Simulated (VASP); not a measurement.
A run of VASP 6.6.1 is set up as follows.

File INCAR:

```
SYSTEM = WC
  PREC = Accurate
  ENCUT = 520
  EDIFF = 1E-7
  ISMEAR = 0
  SIGMA = 0.15
  LREAL = .FALSE.
  LASPH = .TRUE.
  NELM = 100
  ALGO = Normal
  ISIF = 2
  LWAVE = .FALSE.
  LCHARG = .FALSE.
  GGA = PE
  NBANDS = 16
```

KPOINTS

```
Automatic mesh
0
G
  18 18 16
  0 0 0
```

POSCAR

```
WC
1.0
    3.1325415509      0.0000000000      0.0000000000
   -1.5662707754      2.7128605615      0.0000000000
    0.0000000000      0.0000000000      2.6026800000
W C
1 1
Direct
    0.0000000000      0.0000000000      0.0000000000
    0.6666666667      0.3333333333      0.5000000000
```

Potentials or basis: VASP PAW PBE potentials, release 64 (W_sv, C).

Command:

```console
$ cat potpaw_PBE.64/W_sv/POTCAR potpaw_PBE.64/C/POTCAR > POTCAR
$ mpirun -np 1 vasp_std > vasp.out
```

Task: Estimate the band gap on the k mesh.

Result: Zero (bands 9 and 10 overlap by 2.35 eV).

Task: What does it give for the pressure?

Result: -2.8 GPa.

Stress tensor (GPa, compression positive):
```
-37.23   0.00   0.00
  0.00 -37.23   0.00
  0.00   0.00  66.09
```

Caveat: the cell differs from its parent crystal (strain +0.080 along x and y, -0.080 along z); spin-orbit coupling is left out, which moves the levels of the heavy elements.
